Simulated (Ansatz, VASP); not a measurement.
## One calculation of KZnF3, two programs

File INCAR:

```
PREC     = Accurate       # precision mode
ENCUT    = 520            # plane-wave cutoff, eV
EDIFF    = 1E-6           # SCF threshold, eV
ISMEAR   = 0              # smearing method
SIGMA    = 0.05           # smearing width, eV
LREAL    = F              # projectors in reciprocal space
LASPH    = T              # aspherical terms in the spheres
NELM     = 60             # most SCF steps
ALGO     = Normal         # electronic algorithm
ISIF     = 2              # what is computed and relaxed
LWAVE    = F              # write WAVECAR
LCHARG   = F              # write CHGCAR
GGA      = CA             # functional
NBANDS   = 29             # bands
```

File KPOINTS:

```
regular mesh
0
Gamma
  6 6 6
```

Contents of POSCAR:

```
KZnF3
1.0
    4.0500000000      0.0000000000      0.0000000000
    0.0000000000      4.0500000000      0.0000000000
    0.0000000000      0.0000000000      4.0500000000
K Zn F
1 1 3
Direct
    0.0000000000      0.0000000000      0.0000000000
    0.5000000000      0.5000000000      0.5000000000
    0.4476217199      0.4476217199     -0.0370370370
    0.0000000000      0.5000000000      0.5000000000
    0.5000000000      0.0000000000      0.5000000000
```

Input for Ansatz:

```yaml
crystal:
  lattice:
    - [4.05, 0.0, 0.0]
    - [0.0, 4.05, 0.0]
    - [0.0, 0.0, 4.05]
  atoms:
    - { symbol: K, position: [0.0, 0.0, 0.0] }
    - { symbol: Zn, position: [0.5, 0.5, 0.5] }
    - { symbol: F, position: [0.4476217199, 0.4476217199, -0.037037037] }
    - { symbol: F, position: [0.0, 0.5, 0.5] }
    - { symbol: F, position: [0.5, 0.0, 0.5] }
basis:
  ecutwfc: 420
kpoints:
  mp_grid: { grid: [6, 6, 6] }
hamiltonian:
  xc: lda
scf:
  occupations: { method: gaussian, width: 0.05 }
output:
  forces: true
  stress: true
  eigenvalues: true
```

Alike in both runs: task single point; functional LDA; k mesh 6 × 6 × 6; occupations gaussian, width 0.05 eV; no spin polarisation.

|  | VASP | Ansatz |
| --- | --- | --- |
| version | VASP 6.6.1 | Ansatz 0.2.0 |
| potentials or method | VASP PAW LDA potentials, release 64 (K_sv, Zn, F), cutoff 520 eV | scalar-relativistic, plane waves, PAW |
| valence electrons in the cell | 42 | 42 |

VASP gave:

* gap on the k mesh at the Fermi level (eV): 3.54
* least direct gap on the mesh (eV): 5.13
* pressure (GPa): -3.1
* traceless stress, the component that is largest in VASP (GPa): 1.23
* rms of the force components (eV/Å): 0.499

Which values does Ansatz return?

gap on the k mesh at the Fermi level (eV): 3.58; least direct gap on the mesh (eV): 5.15; pressure (GPa): -3.6; traceless stress, the component that is largest in VASP (GPa): 1.20; rms of the force components (eV/Å): 0.469.

LDA's correlation is that of Perdew and Zunger in VASP and of Perdew and Wang (1992) in Ansatz. Atom by atom the forces differ by 0.036 eV/Å (rms over components).
